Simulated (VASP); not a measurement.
Here is a VASP 6.6.1 calculation.

File INCAR:

```
SYSTEM = TiNi
PREC = Accurate
ENCUT = 520
EDIFF = 1E-7
ISMEAR = 0
SIGMA = 0.1
LREAL = .False.
LASPH = .True.
NELM = 60
ALGO = Normal
ISIF = 2
LWAVE = .False.
LCHARG = .True.
GGA = PS
LELF = .True.
LVHAR = .True.
NBANDS = 18
```

KPOINTS

```
regular mesh
0
Gamma
  18 18 18
  0 0 0
```

File POSCAR:

```
TiNi
1.0
    3.0599971294      0.0000000000      0.0000000000
    0.0000000000      3.0599971294      0.0000000000
    0.0000000000      0.0000000000      3.0599971294
Ti Ni
1 1
Direct
    0.5000000000      0.5000000000      0.5000000000
    0.0000000000      0.0000000000      0.0000000000
```

Potentials or basis: VASP PAW PBE potentials, release 64 (Ti_sv, Ni).

Run with:

```console
$ cat potpaw_PBE.64/Ti_sv/POTCAR potpaw_PBE.64/Ni/POTCAR > POTCAR
$ mpirun -np 1 vasp_std > vasp.out
```

Problem. Estimate the band gap on the k mesh.

Solution. Zero (bands 11 and 12 overlap by 1.59 eV).

Problem. Predict the pressure.

Solution. -13.0 GPa.

Caveat: the cell differs from its parent crystal (equal strain along all axes, cell held: +3.0 %); the cell stands under tension; the PAW data sets were made with another functional, which shifts forces and pressure a little. Spin polarisation is off, so any magnetic state and its effect on volume and gap are missing.
